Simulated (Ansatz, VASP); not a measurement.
## NbAgSe2O7: VASP beside Ansatz

Contents of INCAR:

```
PREC = Accurate
ENCUT = 520
EDIFF = 1E-8
ISMEAR = -1
SIGMA = 0.02
LREAL = Auto
LASPH = T
NELM = 100
ALGO = Normal
ISIF = 2
LWAVE = F
LCHARG = F
GGA = PE
LEFG = T
NBANDS = 95
```

Contents of KPOINTS:

```
regular mesh
0
Gamma
  4 4 3
```

POSCAR

```
NbAgSe2O7
1.0
    5.4065000000     -3.8960000000      0.0000000000
    5.4065000000      3.8960000000      0.0000000000
    0.0000000000      0.0000000000      7.3630000000
Nb Ag Se O
2 2 4 14
Direct
    0.0000000000      0.0000000000      0.5000000000
    0.0000000000      0.0000000000      0.0000000000
    0.5000000000      0.5000000000      0.0000000000
    0.5000000000      0.5000000000      0.5000000000
    0.5240530100      0.0533963506      0.2500000000
    0.4759469900      0.9466036494      0.7500000000
    0.0533963506      0.5240530100      0.7500000000
    0.9466036494      0.4759469900      0.2500000000
    0.3939070772      0.3152791572      0.2500000000
    0.6060929228      0.6847208428      0.7500000000
    0.3152791572      0.3939070772      0.7500000000
    0.6847208428      0.6060929228      0.2500000000
    0.6976266676      0.0398343613      0.4352599855
    0.3023733324      0.9601656387      0.9352599855
    0.0398343613      0.6976266676      0.5647400145
    0.9601656387      0.3023733324      0.0647400145
    0.3023733324      0.9601656387      0.5647400145
    0.6976266676      0.0398343613      0.0647400145
    0.9601656387      0.3023733324      0.4352599855
    0.0398343613      0.6976266676      0.9352599855
    0.9201964471      0.0798035529      0.7500000000
    0.0798035529      0.9201964471      0.2500000000
```

Input for Ansatz:

```yaml
crystal:
  lattice:
    - [5.4065, -3.896, 0.0]
    - [5.4065, 3.896, 0.0]
    - [0.0, 0.0, 7.363]
  atoms:
    - { symbol: Nb, position: [0.0, 0.0, 0.5] }
    - { symbol: Nb, position: [0.0, 0.0, 0.0] }
    - { symbol: Ag, position: [0.5, 0.5, 0.0] }
    - { symbol: Ag, position: [0.5, 0.5, 0.5] }
    - { symbol: Se, position: [0.52405301, 0.0533963506, 0.25] }
    - { symbol: Se, position: [0.47594699, 0.9466036494, 0.75] }
    - { symbol: Se, position: [0.0533963506, 0.52405301, 0.75] }
    - { symbol: Se, position: [0.9466036494, 0.47594699, 0.25] }
    - { symbol: O, position: [0.3939070772, 0.3152791572, 0.25] }
    - { symbol: O, position: [0.6060929228, 0.6847208428, 0.75] }
    - { symbol: O, position: [0.3152791572, 0.3939070772, 0.75] }
    - { symbol: O, position: [0.6847208428, 0.6060929228, 0.25] }
    - { symbol: O, position: [0.6976266676, 0.0398343613, 0.4352599855] }
    - { symbol: O, position: [0.3023733324, 0.9601656387, 0.9352599855] }
    - { symbol: O, position: [0.0398343613, 0.6976266676, 0.5647400145] }
    - { symbol: O, position: [0.9601656387, 0.3023733324, 0.0647400145] }
    - { symbol: O, position: [0.3023733324, 0.9601656387, 0.5647400145] }
    - { symbol: O, position: [0.6976266676, 0.0398343613, 0.0647400145] }
    - { symbol: O, position: [0.9601656387, 0.3023733324, 0.4352599855] }
    - { symbol: O, position: [0.0398343613, 0.6976266676, 0.9352599855] }
    - { symbol: O, position: [0.9201964471, 0.0798035529, 0.75] }
    - { symbol: O, position: [0.0798035529, 0.9201964471, 0.25] }
kpoints:
  mp_grid: { grid: [4, 4, 3] }
scf:
  occupations: { method: fermi_dirac, width: 0.02 }
  mixing: { preconditioner: kerker_dos }
hamiltonian:
  xc: pbe
  pseudopotentials: { kind: paw, source: ansatz }
output:
  forces: true
  stress: true
  populations: true
  efg:
    quadrupole_moments_barn: { Nb: -0.32, O: -0.02558 }
    contact_densities: true
  write_density: true
  write_potential: true
  elf: true
  volumetric_format: npy
```

Alike in both runs: task electric field gradients; functional PBE; k mesh 4 × 4 × 3; occupations fermi-dirac, width 0.02 eV; no spin polarisation.

|  | VASP | Ansatz |
| --- | --- | --- |
| version | VASP 6.6.1 | Ansatz 0.2.0 |
| potentials or method | VASP PAW PBE potentials, release 64 (Nb_sv, Ag, Se, O) | plane-wave PAW, scalar-relativistic |
| plane-wave cutoff (eV) | 520 | 930 |
| valence electrons in the cell | 156 | 212 |

Ansatz gave:

* gap on the k mesh at the Fermi level (eV): 1.55
* pressure (GPa): 2.2
* traceless stress, the component that is largest in VASP (GPa): -0.60
* rms of the force components (eV/Å): 0.009
* size of Vzz on the site where it differs most (V/Å²): 356.9

Estimate VASP's values.

gap on the k mesh at the Fermi level (eV): 1.55; pressure (GPa): 2.6; traceless stress, the component that is largest in VASP (GPa): -0.66; rms of the force components (eV/Å): 0.101; size of Vzz on the site where it differs most (V/Å²): 340.2.

Atom by atom the forces differ by 0.108 eV/Å (rms over components). VASP's potentials hold 156 valence electrons a cell and Ansatz's 212, so a difference there can come from the potentials and not from the codes.
